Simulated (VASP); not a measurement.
Co: single point with RPBE

Crystal: Co.

```
Co
1.0
     0.00000    2.63631    2.63631
     2.63631    0.00000    2.63631
     2.63631    2.63631    0.00000
Co
2
Direct
  0.12500 0.12500 0.12500
  0.87500 0.87500 0.87500
```

This isn't the form of Co at room conditions, which is hcp.

```yaml
Program: VASP 6.6.1
Task: single point
Functional: RPBE
Potentials_or_basis: VASP PAW PBE potentials, release 64 (Co)
Cutoff: 520 eV
k_mesh: 12 × 12 × 12
Occupations: fermi-dirac, width 0.05 eV
Spin: collinear spin, ferromagnetic start
Starting_moments: "[-1.79, -1.79] μB"
Dipole_correction: no
Further_INCAR_settings: ALGO = Normal; EDIFF = 1e-06; NBANDS = 20
```

```
Pressure                                              : -6.1 GPa
Net moment                                            : -3.54 μB per cell
Site moments                                          : Co -1.79 μB
Valence electrons inside the program's atomic spheres : Co 8.05
```

Levels at points of the mesh, in eV from the Fermi level:
Spin up:
| k point | band 4 | band 5 | band 6 | band 7 | band 8 | band 9 | band 10 | band 11 |
| --- | --- | --- | --- | --- | --- | --- | --- | --- |
| (0.00, 0.00, 0.00) | -1.50 | -1.40 | -1.40 | 0.04 | 0.04 | 0.04 | 1.26 | 1.26 |
| (0.50, 0.00, 0.00) | -1.44 | -1.34 | -1.34 | -1.08 | 0.51 | 0.51 | 1.00 | 1.00 |
| (0.50, 0.50, 0.00) | -1.38 | -1.37 | -1.37 | -0.02 | -0.02 | 1.12 | 1.12 | 2.16 |
Spin down:
```tsv
k point	band 7	band 8	band 9	band 10	band 11	band 12	band 13	band 14	band 15	band 16
(0.00, 0.00, 0.00)	-1.68	-1.68	-1.68	-0.94	-0.94	11.07	11.07	11.07	11.60	11.60
(0.50, 0.00, 0.00)	-1.50	-1.50	-1.16	-0.95	-0.95	0.33	8.09	8.09	11.62	11.93
(0.50, 0.50, 0.00)	-2.02	-2.02	-0.82	-0.82	0.91	0.91	4.33	4.33	8.81	8.81
```

Wall time 46 s on 1 thread of Intel(R) Xeon(R) 6975P-C (Granite Rapids), on a shared host, peak memory 0.22 GiB.

Caveat: the cell stands under tension; the PAW data sets were made with another functional, which shifts forces and pressure a little.
